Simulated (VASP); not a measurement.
## Ba2Tl5V3O12 in VASP: the effect of functional

The system is Ba2Tl5V3O12.

```xyz
22
Lattice="9.9367 0.0000 0.0000 0.0000 9.9367 0.0000 0.0000 0.0000 6.6555" Properties=species:S:1:pos:R:3 pbc="T T T"
Ba    0.0000    4.9683    0.0000
Ba    4.9683    0.0000    0.0000
V     4.9683    4.9683    0.0000
V     4.9683    0.0000    3.3278
V     0.0000    4.9683    3.3278
Tl    0.0000    0.0000    3.3278
Tl    6.6895    3.2472    3.0625
Tl    3.2472    6.6895    3.0625
Tl    6.6895    6.6895    3.5930
Tl    3.2472    3.2472    3.5930
O     3.9596    5.9771    0.9752
O     5.9771    3.9596    0.9752
O     5.9771    5.9771    5.6804
O     3.9596    3.9596    5.6804
O     5.9579    0.9015    2.2349
O     3.9787    0.9015    4.4207
O     5.9579    9.0352    4.4207
O     3.9787    9.0352    2.2349
O     0.9015    5.9579    2.2349
O     0.9015    3.9787    4.4207
O     9.0352    5.9579    4.4207
O     9.0352    3.9787    2.2349
```

Alike in all runs:

- Program: VASP 6.6.1
- Task: relaxation of cell and atoms
- Cutoff: 600 eV
- k mesh: 3 × 3 × 4
- Occupations: fermi-dirac, width 0.05 eV
- Spin: collinear spin, ferromagnetic start
- Starting moments: [0.0, 0.0, 2.0, 2.0, 2.0, 0.0, 0.0, 0.0, 0.0, 0.0, 0.0, 0.0, 0.0, 0.0, 0.0, 0.0, 0.0, 0.0, 0.0, 0.0, 0.0, 0.0] μB

Each run relaxes the cell or the atoms first.

```csv
functional,potentials or basis,relaxed volume (Å³/atom),gap on the mesh (eV),relaxed volume (Å³/atom)
PBE,"VASP PAW PBE potentials, release 64 (Ba_sv, V_sv, Tl_d, O)",29.78,0.52,29.78
LDA,"VASP PAW LDA potentials, release 64 (Ba_sv, V_sv, Tl_d, O)",?,?,?
PBEsol,"VASP PAW PBE potentials, release 64 (Ba_sv, V_sv, Tl_d, O)",27.37,0.72,27.37
```

Q: What does the run with functional LDA give?

A: Relaxed volume 25.70 Å³/atom; gap on the mesh 0.61 eV; relaxed volume 25.70 Å³/atom.

Caveats: spin-orbit coupling is left out, which moves the levels of the heavy elements; an odd mesh through Γ misses points on the zone boundary, where band edges can lie; the PAW data sets were made with another functional, which shifts forces and pressure a little (at least some runs).
